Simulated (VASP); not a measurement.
# N2 in VASP: single point with PBE

Aim: the single point of N2 with PBE.

Everything below comes from runs of VASP 6.6.1. Logs are shortened: lines on timing, memory, paths and dates and some standing lists are left out, and cuts for length are marked.

## Step 1: The cell of the first run

The cell holds a molecule in a box, 2 atoms: a = 10.000 Å, b = 10.500 Å, c = 11.000 Å, α = 90.00°, β = 90.00°, γ = 90.00°.

## Step 2: Single point, PBE

The input, INCAR:

```
PREC = Accurate ; ENCUT = 520
EDIFF = 1E-6 ; ISMEAR = 0
SIGMA = 0.01 ; LREAL = False
LASPH = True ; NELM = 120
ALGO = Normal ; ISIF = 2
LWAVE = False ; LCHARG = True
GGA = PE ; LELF = True
LVHAR = True ; NBANDS = 12
GGA_COMPAT = False ; NELMDL = -8
```

The input, KPOINTS:

```
regular mesh
0
Gamma
  1 1 1
```

The input, POSCAR:

```
N
1.0
   10.0000000000      0.0000000000      0.0000000000
    0.0000000000     10.5000000000      0.0000000000
    0.0000000000      0.0000000000     11.0000000000
N
2
Direct
    0.5000000000      0.5000000000      0.4499028884
    0.5000000000      0.5000000000      0.5500971116
```

Potentials or basis: VASP PAW PBE potentials, release 64 (N).

Started as:

```bash
$ cat potpaw_PBE.64/N/POTCAR > POTCAR
$ mpirun -np 1 vasp_gam > vasp.out
```

OUTCAR:

```text
PREC = Accurate
   ENCUT = 520
   EDIFF = 1E-6
   ISMEAR = 0
   LREAL = False
   LASPH = True
   NELM = 120
   ISIF = 2
   GGA = PE
   NELMDL = -8

 ion  position               nearest neighbor table
   1  0.500  0.500  0.450-   2 1.10
   2  0.500  0.500  0.550-   1 1.10

  LATTYP: Found a simple orthorhombic cell.
 ALAT       =    10.0000000000
 B/A-ratio  =     1.0500000000
 C/A-ratio  =     1.1000000000

  Lattice vectors:

 A1 = (  10.0000000000,   0.0000000000,   0.0000000000)
 A2 = (   0.0000000000,  10.5000000000,   0.0000000000)
 A3 = (   0.0000000000,   0.0000000000,  11.0000000000)

Analysis of symmetry for initial positions (statically):
=====================================================================
 Subroutine PRICEL returns:
 Original cell was already a primitive cell.

 Routine SETGRP: Setting up the symmetry group for a
 simple orthorhombic supercell.

 Subroutine GETGRP returns: Found  8 space group operations
 (whereof  8 operations were pure point group operations)
 out of a pool of  8 trial point group operations.

The static configuration has the point symmetry D_2h.

Analysis of symmetry for dynamics (positions and initial velocities):
=====================================================================
 Subroutine PRICEL returns:
 Original cell was already a primitive cell.

 Routine SETGRP: Setting up the symmetry group for a
 simple orthorhombic supercell.

 Subroutine GETGRP returns: Found  8 space group operations
 (whereof  8 operations were pure point group operations)
 out of a pool of  8 trial point group operations.

The dynamic configuration has the point symmetry D_2h.

 Subroutine INISYM returns: Found  8 space group operations
 (whereof  8 operations are pure point group operations),
 and found     1 'primitive' translations

----------------------------------------------------------------------------------------

                                     Primitive cell

  volume of cell :    1155.0000

  direct lattice vectors                    reciprocal lattice vectors
    10.000000000  0.000000000  0.000000000     0.100000000  0.000000000  0.000000000
     0.000000000 10.500000000  0.000000000     0.000000000  0.095238095  0.000000000
     0.000000000  0.000000000 11.000000000     0.000000000  0.000000000  0.090909091

  length of vectors
    10.000000000 10.500000000 11.000000000     0.100000000  0.095238095  0.090909091

  position of ions in fractional coordinates (direct lattice)
     0.500000000  0.500000000  0.449902888
     0.500000000  0.500000000  0.550097112

  ion indices of the primitive-cell ions
   primitive index   ion index
                 1           1
                 2           2

----------------------------------------------------------------------------------------

 KPOINTS: regular mesh

Automatic generation of k-mesh.
 Grid dimensions read from file:
 generate k-points for:    1    1    1

 Generating k-lattice:

  Cartesian coordinates                     Fractional coordinates (reciprocal lattice)
     0.100000000  0.000000000  0.000000000     1.000000000  0.000000000  0.000000000
     0.000000000  0.095238095  0.000000000     0.000000000  1.000000000  0.000000000
     0.000000000  0.000000000  0.090909091     0.000000000  0.000000000  1.000000000

  Length of vectors
     0.100000000  0.095238095  0.090909091

  Shift w.r.t. Gamma in fractional coordinates (k-lattice)
     0.000000000  0.000000000  0.000000000

 Subroutine IBZKPT returns following result:
 ===========================================

 Found      1 irreducible k-points:

 Following reciprocal coordinates:
            Coordinates               Weight
  0.000000  0.000000  0.000000      1.000000
   k-points           NKPTS =      1   k-points in BZ     NKDIM =      1   number of bands    NBANDS=     12
   number of dos      NEDOS =    301   number of ions     NIONS =      2
   total plane-waves  NPLWV = 537600
   dimension x,y,z NGX =    80 NGY =   80 NGZ =   84
   dimension x,y,z NGXF=   160 NGYF=  160 NGZF=  168
   ions per type =               2
   NGX,Y,Z   is equivalent  to a cutoff of  13.30, 12.67, 12.70 a.u.
   NGXF,Y,Z  is equivalent  to a cutoff of  26.60, 25.33, 25.39 a.u.
 SYSTEM =  unknown system
   PREC   = accura    normal or accurate (medium, high low for compatibility)
   ISTART =      0    job   : 0-new  1-cont  2-samecut
   ICHARG =      2    charge: 1-file 2-atom 10-const
   ISPIN  =      1    spin polarized calculation?
   LNONCOLLINEAR =      F non collinear calculations
   LSORBIT =      F    spin-orbit coupling
   LASPH  =      T    aspherical Exc in radial PAW
   ENCUT  =  520.0 eV  38.22 Ry    6.18 a.u.  18.59 19.52 20.45*2*pi/ulx,y,z
   NELM   =    120;   NELMIN=  2; NELMDL= -8     # of ELM steps
   EDIFF  = 0.1E-05   stopping-criterion for ELM
   LREAL  =      F    real-space projection
[... 7 lines left out ...]
   TEBEG  =    0.0;   TEEND  =   0.0 temperature during run
   PSTRESS=    0.0 pullay stress
   NELECT =      10.0000    total number of electrons
   NUPDOWN=      -1.0000    fix difference up-down
   EMIN   =  10.00;   EMAX   =-10.00  energy-range for DOS
   EFERMI =   0.00;   METHOD = LEGACY
   ISMEAR =     0;   SIGMA  =   0.01  broadening in eV -4-tet -1-fermi 0-gaus
   EFERMI_NEDOS =   21; number of points for ismear=-14 and -15
   IALGO  =     38    algorithm
   IMIX   =      4    mixing-type and parameters
     AMIX     =   0.40;   BMIX     =  1.00
     AMIX_MAG =   1.60;   BMIX_MAG =  1.00
  volume/ion in A,a.u.               =     577.50      3897.16
  Fermi-wavevector in a.u.,A,eV,Ry     =   0.336161  0.635252  1.537517  0.113004
  Thomas-Fermi vector in A             =   1.236311
   LORBIT       =      0    0 simple, 1 ext, 2 COOP (PROOUT), +10 PAW based schemes
   GGA     = PE    functional components
   LHFCALC =     F    Hartree Fock is set to
   AEXX    =    0.0000 exact exchange contribution
   IVDW    =     0    specifies the selected vdW correction
   LEPSILON=     F    determine dielectric tensor
   LRPA    =     F    only Hartree local field effects (RPA)
 non-spin polarized calculation
 Gauss-broadening in eV      SIGMA  =   0.01
  energy-cutoff  :      520.00
  volume of cell :     1155.00
 maximum number of plane-waves:     15548
 NGX is ok and might be reduce to    80
   NGX = 37   NGY = 39   NGZ = 41

 number of electron      10.0000003 magnetization

 Free energy of the ion-electron system (eV)
  ---------------------------------------------------
  ext. energy  EPLUGINS =         0.00000000
  ---------------------------------------------------
  free energy    TOTEN  =       -16.64235671 eV

  energy without entropy =      -16.64235671  energy(sigma->0) =      -16.64235671

 E-fermi :  -9.9645     XC(G=0):  -0.5259

 val. band max:      -10.0892633935   @ k =   0.0000   0.0000   0.0000
 cond. band min:      -1.8899190622   @ k =   0.0000   0.0000   0.0000
 fundamental gap:      8.1993443313
 Fermi energy:        -9.9644747823

 k-point     1 :       0.0000    0.0000    0.0000
  band No.  band energies     occupation
      1     -28.2440      2.00000
      2     -13.3555      2.00000
      3     -11.5114      2.00000
      4     -11.5114      2.00000
      5     -10.0893      2.00000
      6      -1.8899      0.00000
      7      -1.8898      0.00000
      8      -0.1837      0.00000
      9       0.9758      0.00000
     10       1.0325      0.00000
     11       1.0607      0.00000
     12       1.1482      0.00000

------------------------ aborting loop because EDIFF is reached ----------------------------------------

  FORCE on cell =-STRESS in cart. coord.  units (eV):
  Direction    XX          YY          ZZ          XY          YZ          ZX
  --------------------------------------------------------------------------------------
  -------------------------------------------------------------------------------------
  Total       -0.0572063     -0.0569335      1.8344127      0.0000000      0.0000000      0.0000000
  in kB       -0.0793546     -0.0789763      2.5446358      0.0000000      0.0000000      0.0000000
  external PRESSURE =       0.7954350 kB  Pullay stress =       0.0000000 kB

 VOLUME and BASIS-vectors are now :
 -----------------------------------------------------------------------------
  energy-cutoff  :      520.00
  volume of cell :     1155.00
      direct lattice vectors                 reciprocal lattice vectors
    10.000000000  0.000000000  0.000000000     0.100000000  0.000000000  0.000000000
     0.000000000 10.500000000  0.000000000     0.000000000  0.095238095  0.000000000
     0.000000000  0.000000000 11.000000000     0.000000000  0.000000000  0.090909091

 POSITION                                       TOTAL-FORCE (eV/Angst)
 -----------------------------------------------------------------------------------
      5.00000      5.25000      4.94893         0.000000      0.000000     -1.742042
      5.00000      5.25000      6.05107         0.000000     -0.000000      1.742042
 -----------------------------------------------------------------------------------
    total drift:                                0.000000      0.000000      0.000000

  FREE ENERGIE OF THE ION-ELECTRON SYSTEM (eV)
  ---------------------------------------------------
  free  energy   TOTEN  =       -16.6423567056 eV

  energy  without entropy=      -16.6423567056  energy(sigma->0) =      -16.64235671
```

Run time: 2.3 min. Hardware: 1 thread of Intel Xeon 8259CL, shared host; peak memory 0.83 GiB.

What came out:

- Free energy: -16.6424 eV
- Largest force: 1.742 eV/Å
- Gap between the frontier levels: 8.20 eV

Forces on the atoms (eV/Å):
```
N    0.000  0.000 -1.742
N    0.000  0.000  1.742
```

Levels at points of the mesh, in eV from the valence-band top:
```
           k point  band 1  band 2  band 3  band 4  band 5  band 6  band 7  band 8  band 9  band 10
(0.00, 0.00, 0.00)  -18.15   -3.27   -1.42   -1.42    0.00    8.20    8.20    9.91   11.07    11.12
```

Caveat: the standard files for N, O and F lose accuracy on very short bonds.
